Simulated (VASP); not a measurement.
Input of a VASP 6.6.1 run:

File INCAR:

```
SYSTEM = Sb
  ALGO = Normal
  EDIFF = 1E-6
  EDIFFG = -0.02
  ENCUT = 600
  GGA = PE
  IBRION = 2
  ISIF = 3
  ISMEAR = -1
  LASPH = .TRUE.
  LCHARG = .FALSE.
  LREAL = .FALSE.
  LWAVE = .FALSE.
  NELM = 80
  NSW = 80
  PREC = Accurate
  PSTRESS = 200.0
  SIGMA = 0.1
```

KPOINTS

```
k-points
0
G
  8 8 5
  0 0 0
```

POSCAR

```
Sb
1.0
    3.5000000000      0.0000000000      0.0000000000
   -1.7500000000      3.0310889132      0.0000000000
    0.0000000000      0.0000000000      5.7155000000
Sb
2
Direct
    0.3333333333      0.6666666667      0.2500000000
    0.6666666667      0.3333333333      0.7500000000
```

Potentials or basis: VASP PAW PBE potentials, release 64 (Sb).

Command:

```console
$ cat potpaw_PBE.64/Sb/POTCAR > POTCAR
$ mpirun -np 1 vasp_std > vasp.out
```

Problem. Estimate the space group after relaxing (to 0.05 Å).

Solution. P6_3/mmc (No. 194).

Problem. Estimate the relaxed cell.

Solution. a = 3.172 Å, b = 3.172 Å, c = 5.096 Å, α = 90.00°, β = 90.00°, γ = 120.00°.

Problem. Estimate the band gap on the k mesh.

Solution. Zero (band 5 reaches 16.33 eV, above the bottom of band 6 at 8.67 eV).

Problem. Predict the relaxed volume.

Solution. 22.21 Å³/atom.

Final structure:
```cif
data_structure
_symmetry_space_group_name_H-M 'P 1'
_symmetry_Int_Tables_number 1
_cell_length_a 3.1723
_cell_length_b 3.1723
_cell_length_c 5.0961
_cell_angle_alpha 90.000
_cell_angle_beta 90.000
_cell_angle_gamma 120.000
_cell_volume 44.41
loop_
_atom_site_label
_atom_site_type_symbol
_atom_site_fract_x
_atom_site_fract_y
_atom_site_fract_z
_atom_site_occupancy
Sb1 Sb 0.33333 0.66667 0.25000 1
Sb2 Sb 0.66667 0.33333 0.75000 1
```

Caveat: the cell is relaxed towards a set pressure, so the enthalpy falls and the energy may rise; the volume moved by over 15 % at a fixed basis, so the end points are rough; spin-orbit coupling is left out, which moves the levels of the heavy elements.
